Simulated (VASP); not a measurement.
PbO2 (Plattnerite), 6 atoms in the cell. Symmetry: P4_2/mnm, No. 136, tetragonal system. Conventional cell: a = 4.884 Å, b = 4.884 Å, c = 3.338 Å, α = 90.00°, β = 90.00°, γ = 90.00°. Pb (site symmetry mmm) has 6 O at 2.11 to 2.14 Å within 2.8 Å. O (site symmetry m2m) has 3 Pb at 2.11 to 2.14 Å and 1 O at 2.68 Å within 2.8 Å. 

| Item | Value |
| --- | --- |
| Program | VASP 6.6.1 |
| Task | single point |
| Functional | r2SCAN |
| Potentials or basis | VASP PAW PBE potentials, release 64 (Pb_d, O) |
| Cutoff | 520 eV |
| k mesh | 7 × 7 × 10 |
| Occupations | fermi-dirac, width 0.1 eV |
| Spin | no spin polarisation |
| Dipole correction | no |
| Further INCAR settings | ALGO = Normal; EDIFF = 1e-06; NBANDS = 35 |

Potentials or basis: VASP PAW PBE potentials, release 64 (Pb_d, O).

Run with:

```sh
$ cat potpaw_PBE.64/Pb_d/POTCAR potpaw_PBE.64/O/POTCAR > POTCAR
$ cp INCAR.step1 INCAR
$ mpirun -np 1 vasp_std > vasp.out
$ cp INCAR.step2 INCAR
$ mpirun -np 1 vasp_std > vasp.out
```

Hardware: 1 thread of Intel(R) Xeon(R) 6975P-C (Granite Rapids), with other jobs on the host.

**Question.** How long does it take, and how much memory?

**Answer.** Run time: 3.5 min on 1 thread of Intel(R) Xeon(R) 6975P-C (Granite Rapids), with other jobs on the host, peak memory 0.28 GiB. Counts: k points 60.
